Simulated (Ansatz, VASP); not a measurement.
## One calculation of K4Ru, two programs

```xyz
5
Lattice="5.6700 0.0000 0.0000 0.0000 5.6700 0.0000 0.0000 0.0000 5.6700" Properties=species:S:1:pos:R:3 pbc="T T T"
K     2.8350    0.0000    0.0000
K     0.0000    2.8350    0.0000
K     0.0000    0.0000    2.8350
K     2.8350    2.8350    2.8350
Ru    0.0000    0.0000    0.0000
```

Alike in both runs: task relaxation of cell and atoms; functional PBE; k mesh 4 × 4 × 4; occupations gaussian, width 0.1 eV; no spin polarisation.

|  | VASP | Ansatz |
| --- | --- | --- |
| version | VASP 6.6.1 | Ansatz 0.2.0 |
| potentials or method | VASP PAW PBE potentials, release 64 (K_sv, Ru_sv), cutoff 600 eV | scalar-relativistic, plane waves, PAW |
| valence electrons in the cell | 52 | 52 |

|  | VASP | Ansatz | Ansatz less VASP |
| --- | --- | --- | --- |
| gap on the k mesh at the Fermi level, each at its own relaxed structure (eV) | none | none | - |
| relaxed volume (Å³/atom) | 50.05 | 49.12 | -0.934 |
| relaxed cell length with the largest relative difference (Å) | 6.302 | 6.262 | -0.0394 |

A gap of «none» marks a metal or a gap that the smearing closes.

Noted on VASP's run: the volume moved by over 15 % at a fixed basis, so the end points are rough.
